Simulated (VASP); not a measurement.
Here is a VASP 6.6.1 calculation.

Contents of INCAR:

```
SYSTEM = BAs
PREC = Accurate
ENCUT = 500
EDIFF = 1E-7
ISMEAR = 0
SIGMA = 0.02
LREAL = .FALSE.
LASPH = .TRUE.
NELM = 120
ALGO = Normal
ISIF = 3
LWAVE = .FALSE.
LCHARG = .FALSE.
IBRION = 2
NSW = 100
EDIFFG = -0.002
GGA_COMPAT = .FALSE.
NELMIN = 4
```

The input KPOINTS:

```
regular mesh
0
G
  10 10 10
  0 0 0
```

File POSCAR:

```
BAs
1.0
    0.0000000000      2.3850000000      2.3850000000
    2.3850000000      0.0000000000      2.3850000000
    2.3850000000      2.3850000000      0.0000000000
B As
1 1
Direct
    0.0000000000      0.0000000000      0.0000000000
    0.2500000000      0.2500000000      0.2500000000
```

Potentials or basis: VASP PAW LDA potentials, release 64 (B, As).

Command:

```sh
$ cat potpaw_LDA.64/B/POTCAR potpaw_LDA.64/As/POTCAR > POTCAR
$ mpirun -np 1 vasp_std > vasp.out
```

Question: Estimate the relaxed volume.

Answer: 13.33 Å³/atom.

Question: Estimate the space group after relaxing (to 0.05 Å).

Answer: F-43m (No. 216).

Final structure:
```
CELL_PARAMETERS angstrom
0.00000 2.37119 2.37119
2.37119 0.00000 2.37119
2.37119 2.37119 0.00000
ATOMIC_POSITIONS crystal
B 0.00000 0.00000 0.00000
As 0.25000 0.25000 0.25000
```
